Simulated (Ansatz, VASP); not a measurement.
**TiAl: VASP beside Ansatz**

The input INCAR:

```
PREC     = Accurate       # precision mode
ENCUT    = 520            # plane-wave cutoff, eV
EDIFF    = 1E-7           # SCF threshold, eV
ISMEAR   = 0              # smearing method
SIGMA    = 0.15           # smearing width, eV
LREAL    = False          # projectors in reciprocal space
LASPH    = True           # aspherical terms in the spheres
NELM     = 100            # most SCF steps
ALGO     = Fast           # electronic algorithm
ISIF     = 2              # what is computed and relaxed
LWAVE    = False          # write WAVECAR
LCHARG   = False          # write CHGCAR
GGA      = CA             # functional
NBANDS   = 14             # bands
```

KPOINTS

```
Automatic mesh
0
Gamma
  16 16 16
```

Contents of POSCAR:

```
TiAl
1.0
    2.9247388800      0.0000000000      0.0000000000
    0.0000000000      2.9247388800      0.0000000000
    0.0000000000      0.0000000000      3.0519014400
Ti Al
1 1
Direct
    0.0000000000      0.0000000000      0.0000000000
    0.5000000000      0.5000000000      0.5000000000
```

Input for Ansatz:

```yaml
crystal:
  lattice:
    - [2.92473888, 0.0, 0.0]
    - [0.0, 2.92473888, 0.0]
    - [0.0, 0.0, 3.05190144]
  atoms:
    - { symbol: Ti, position: [0.0, 0.0, 0.0] }
    - { symbol: Al, position: [0.5, 0.5, 0.5] }
basis:
  ecutwfc: 420
kpoints:
  mp_grid: { grid: [16, 16, 16] }
hamiltonian:
  xc: lda
scf:
  occupations: { method: gaussian, width: 0.15 }
output:
  forces: true
  stress: true
  eigenvalues: true
```

Change from the starting cell: strain -0.080 along x and y, -0.040 along z, atoms carried along.

Alike in both runs: task single point; functional LDA; k mesh 16 × 16 × 16; occupations gaussian, width 0.15 eV; no spin polarisation.

|  | VASP | Ansatz |
| --- | --- | --- |
| version | VASP 6.6.1 | Ansatz 0.2.0 |
| potentials or method | VASP PAW LDA potentials, release 64 (Ti_sv, Al), cutoff 520 eV | scalar-relativistic, plane waves, PAW |
| valence electrons in the cell | 15 | 15 |

Ansatz gave:

| Item | Value |
| --- | --- |
| gap on the k mesh at the Fermi level (eV) | none |
| pressure (GPa) | 26.5 |
| traceless stress, the component that is largest in VASP (GPa) | 2.73 |

Which values does VASP return?

gap on the k mesh at the Fermi level (eV): none; pressure (GPa): 26.7; traceless stress, the component that is largest in VASP (GPa): 2.74.

LDA's correlation is that of Perdew and Zunger in VASP and of Perdew and Wang (1992) in Ansatz. A gap of «none» marks a metal or a gap that the smearing closes.
